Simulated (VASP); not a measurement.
A run of VASP 6.6.1 is set up as follows.

The input POSCAR:

```
ZnSe
1.0
    0.0000000000      2.8338000000      2.8338000000
    2.8338000000      0.0000000000      2.8338000000
    2.8338000000      2.8338000000      0.0000000000
Se Zn
1 1
Direct
    0.7500000000      0.7500000000      0.7500000000
    0.0000000000      0.0000000000      0.0000000000
```

File INCAR.step1:

```
SYSTEM = ZnSe
PREC = Accurate ; ENCUT = 600
EDIFF = 1E-5 ; ISMEAR = -1
SIGMA = 0.05 ; LREAL = .FALSE.
LASPH = .TRUE. ; NELM = 100
ALGO = Normal ; LWAVE = .TRUE.
LCHARG = .FALSE. ; GGA = PE
NBANDS = 16
```

The input INCAR.step2:

```
SYSTEM = ZnSe
PREC = Accurate ; ENCUT = 600
EDIFF = 1E-7 ; ISMEAR = -1
SIGMA = 0.05 ; LREAL = .FALSE.
LASPH = .TRUE. ; NELM = 100
ALGO = Normal ; ISIF = 3
LWAVE = .FALSE. ; LCHARG = .FALSE.
GGA = B3 ; LHFCALC = .TRUE.
AEXX = 0.2 ; AGGAX = 0.72
AGGAC = 0.81 ; ALDAC = 0.19
PRECFOCK = Normal ; IBRION = 2
NSW = 60 ; EDIFFG = -0.01
ISTART = 1
```

File KPOINTS:

```
Automatic mesh
0
G
  4 4 4
  0 0 0
```

Potentials or basis: VASP PAW PBE potentials, release 64 (Se, Zn).

The run is started by

```sh
$ cat potpaw_PBE.64/Se/POTCAR potpaw_PBE.64/Zn/POTCAR > POTCAR
$ cp INCAR.step1 INCAR
$ mpirun -np 1 vasp_std > vasp.out
$ cp INCAR.step2 INCAR
$ mpirun -np 1 vasp_std > vasp.out
```

(1) Predict the space group after relaxing (to 0.05 Å).

(2) What does it give for the relaxed volume?

## Answers

(1) F-43m (No. 216).

(2) 24.27 Å³/atom.

Caveat: the k points lie up to 0.47 Å⁻¹ apart in the final cell; the PAW data sets were made with another functional, which shifts forces and pressure a little.
